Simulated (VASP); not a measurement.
## CuI (Marshite): relaxation of cell and atoms with LDA

Crystal: CuI (Marshite).

```
Cu I
1.0
     3.03150    3.03150    0.00000
    -3.03150    3.03150    0.00000
     0.00000    3.03150    3.03150
Cu I
1 1
Direct
  0.75000 0.25000 0.50000
  0.00000 0.00000 0.00000
```

```json
{"Program": "VASP 6.6.1", "Task": "relaxation of cell and atoms", "Functional": "LDA", "Potentials or basis": "VASP PAW LDA potentials, release 64 (Cu, I)", "Cutoff": "600 eV", "k mesh": "10 × 10 × 10", "Occupations": "fermi-dirac, width 0.1 eV", "Spin": "no spin polarisation", "Dipole correction": "no", "Further INCAR settings": "ALGO = Normal; EDIFF = 1e-06; IBRION = 2; EDIFFG = -0.002; NSW = 100; ISIF = 3"}
```

```json
{
  "Relaxed volume": "25.25 Å³/atom",
  "Relaxed cell": "a = 4.149 Å, b = 4.149 Å, c = 4.149 Å, α = 60.00°, β = 60.00°, γ = 90.00°",
  "Space group after relaxing (to 0.05 Å)": "F-43m (No. 216)",
  "Energy gained by relaxing": "39.3 meV/atom",
  "Ionic steps": "5",
  "Pressure after relaxing": "0.0 GPa",
  "Band gap on the k mesh": "1.28 eV, direct"
}
```

The path:
```
step  energy change (eV)  largest force (eV/Å)  pressure (GPa)  volume (Å³)
   1              0.0000                0.0000           -4.25        55.72
   2             -0.0779                0.0000            0.43        49.97
   3             -0.0787                0.0000            0.12        50.36
   4             -0.0787                0.0000           -0.04        50.49
   5             -0.0787                0.0000           -0.01        50.49
```

Final structure:
```
CELL_PARAMETERS angstrom
2.93356 2.93356 0.00000
-2.93356 2.93356 0.00000
0.00000 2.93356 2.93356
ATOMIC_POSITIONS crystal
Cu 0.75000 0.25000 0.50000
I 0.00000 0.00000 0.00000
```

Levels at points of the mesh, in eV from the valence-band top:
| k point | band 5 | band 6 | band 7 | band 8 | band 9 | band 10 | band 11 | band 12 | band 13 |
| --- | --- | --- | --- | --- | --- | --- | --- | --- | --- |
| (0.00, 0.00, 0.00) | -2.37 | -2.37 | 0.00 | 0.00 | 0.00 | 1.28 | 4.75 | 4.75 | 4.75 |
| (0.50, 0.00, 0.00) | -2.34 | -2.34 | -2.28 | -0.89 | -0.89 | 2.15 | 5.33 | 5.33 | 7.37 |
| (0.50, 0.50, 0.00) | -2.42 | -2.28 | -2.27 | -1.92 | -1.92 | 2.42 | 2.78 | 9.76 | 10.23 |

It took 3.6 min on 1 thread of Intel Xeon 6975P-C, on a shared host, peak memory 0.21 GiB.

Caveat: spin-orbit coupling is left out, which moves the levels of the heavy elements. Zero-point motion and thermal expansion aren't in these numbers.
